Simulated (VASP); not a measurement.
Set up this calculation in VASP 6.6.1, as the native input.

```yaml
Task: single point
Functional: PBE
Potentials_or_basis: VASP PAW PBE potentials, release 64 (Ti_sv, Se)
Cutoff: 520 eV
k_mesh: 4 × 4 × 4
Occupations: gaussian, width 0.1 eV
Spin: collinear spin, antiferromagnetic start
Starting_moments: "[-1.0, 1.0, -1.0, 1.0, 0.0] μB"
Dipole_correction: no
Further_INCAR_settings: ALGO = Normal; EDIFF = 1e-06; NBANDS = 39
```

The structure of Ti4Se lies in POSCAR:

```
Ti4Se
1.0
    4.6540356437      0.0000000000      0.0000000000
    0.0000000000      4.6540352489      0.0000000000
    0.0000000000      0.0000000000      4.6540356437
Ti Se
4 1
Direct
    0.5000000000      0.0000000000      0.0000000000
    0.0000000000      0.5000000000      0.0000000000
    0.0000000000      0.0000000000      0.5000000000
    0.5000000000      0.5000000000      0.5000000000
    0.0000000000      0.0000000000      0.0000000000
```

One way to write it, as run:

INCAR

```
SYSTEM = Ti4Se
PREC     = Accurate       ! precision mode
ENCUT    = 520            ! plane-wave cutoff, eV
EDIFF    = 1E-6           ! SCF threshold, eV
ISMEAR   = 0              ! smearing method
SIGMA    = 0.1            ! smearing width, eV
LREAL    = .False.        ! projectors in reciprocal space
LASPH    = .True.         ! aspherical terms in the spheres
NELM     = 150            ! most SCF steps
ALGO     = Normal         ! electronic algorithm
ISIF     = 2              ! what is computed and relaxed
LWAVE    = .False.        ! write WAVECAR
LCHARG   = .False.        ! write CHGCAR
ISPIN    = 2              ! spin polarisation
MAGMOM   = -1 1 -1 1 0    ! initial moments
LORBIT   = 11             ! projections on sites
LMAXMIX  = 4              ! l up to which the mixer works
GGA      = PE             ! functional
NBANDS   = 39             ! bands
```

KPOINTS

```
Automatic mesh
0
Gamma
  4 4 4
  0 0 0
```

Potentials or basis: VASP PAW PBE potentials, release 64 (Ti_sv, Se).

Run with:

```console
$ cat potpaw_PBE.64/Ti_sv/POTCAR potpaw_PBE.64/Se/POTCAR > POTCAR
$ mpirun -np 1 vasp_std > vasp.out
```

It gave:

- Pressure: -0.1 GPa
- Net moment: 0.42 μB per cell
- Site moments: Ti -0.00, +0.31; Se -0.00 μB
- Valence electrons inside the program's atomic spheres: Ti 10.23, 9.94; Se 4.26

It took 3.3 min on 1 thread of AMD EPYC 9R45 96-Core Processor (Zen 5) (shared host), peak memory 0.26 GiB.
